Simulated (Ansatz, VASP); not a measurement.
# ZrC in VASP and in Ansatz

```
Zr C
1.0
     0.00000    2.42072    2.35021
     2.42072    0.00000    2.35021
     2.42072    2.42072    0.00000
Zr C
1 1
Direct
  0.50000 0.50000 0.50000
  0.00000 0.00000 0.00000
```

Change from the starting cell: equal xx and yy strain of +3 %.

Alike in both runs: task single point; functional PBE; k mesh 15 × 15 × 15; occupations fermi-dirac, width 0.05 eV; no spin polarisation.

|  | VASP | Ansatz |
| --- | --- | --- |
| version | VASP 6.6.1 | Ansatz 0.2.0 |
| potentials or method | VASP PAW PBE potentials, release 64 (Zr_sv, C), cutoff 520 eV | all-electron LAPW, scalar-relativistic |

|  | VASP | Ansatz | Ansatz less VASP |
| --- | --- | --- | --- |
| pressure (GPa) | -10.2 | -10.3 | -0.15 |
| traceless stress, the component that is largest in VASP (GPa) | 5.68 | 5.64 | -0.038 |

Ansatz ran all-electron here, and VASP with PAW potentials.
